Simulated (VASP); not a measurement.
In2Sb: single point with r2SCAN

In2Sb:

```
CELL_PARAMETERS angstrom
5.57793 0.00000 0.00000
-2.78896 4.83063 0.00000
0.00000 0.00000 6.64074
ATOMIC_POSITIONS crystal
In 0.66667 0.33333 0.25000
In 0.33333 0.66667 0.75000
In 0.00000 0.00000 0.50000
In 0.00000 0.00000 0.00000
Sb 0.66667 0.33333 0.75000
Sb 0.33333 0.66667 0.25000
```

This cell differs from its parent crystal: strain +0.030 along x and y, +0.030 along z.

```yaml
Program: VASP 6.6.1
Task: single point
Functional: r2SCAN
Potentials_or_basis: VASP PAW PBE potentials, release 64 (In_d, Sb)
Cutoff: 550 eV
k_mesh: 12 × 12 × 8
Occupations: gaussian, width 0.15 eV
Spin: no spin polarisation
Dipole_correction: no
Further_INCAR_settings: ALGO = Normal; EDIFF = 1e-06; NBANDS = 40
```

The pressure is -3.1 GPa and the band gap on the k mesh is zero (bands 31 and 32 overlap by 1.95 eV).

Stress tensor (GPa, compression positive):
```
-3.08  0.00  0.00
 0.00 -3.08  0.00
 0.00  0.00 -3.22
```

Levels at points of the mesh, in eV from the Fermi level:
```
           k point  band 29  band 30  band 31  band 32  band 33  band 34
(0.00, 0.00, 0.00)    -1.78    -1.72    -0.79    -0.19    -0.11    -0.11
(0.50, 0.00, 0.00)    -1.55    -1.48    -1.32     1.24     1.69     1.96
(0.00, 0.00, 0.50)    -1.88    -1.88    -0.71    -0.71    -0.08    -0.08
(0.50, 0.00, 0.50)    -0.37    -0.37     0.92     0.92     2.40     2.40
```

Run time: 31 min on 1 thread of AMD EPYC 9R45 96-Core Processor (Zen 5) (shared host), peak memory 0.75 GiB.

Caveat: the cell differs from its parent crystal (strain +0.030 along x and y, +0.030 along z); the cell stands under tension; the PAW data sets were made with another functional, which shifts forces and pressure a little; spin-orbit coupling is left out, which moves the levels of the heavy elements.
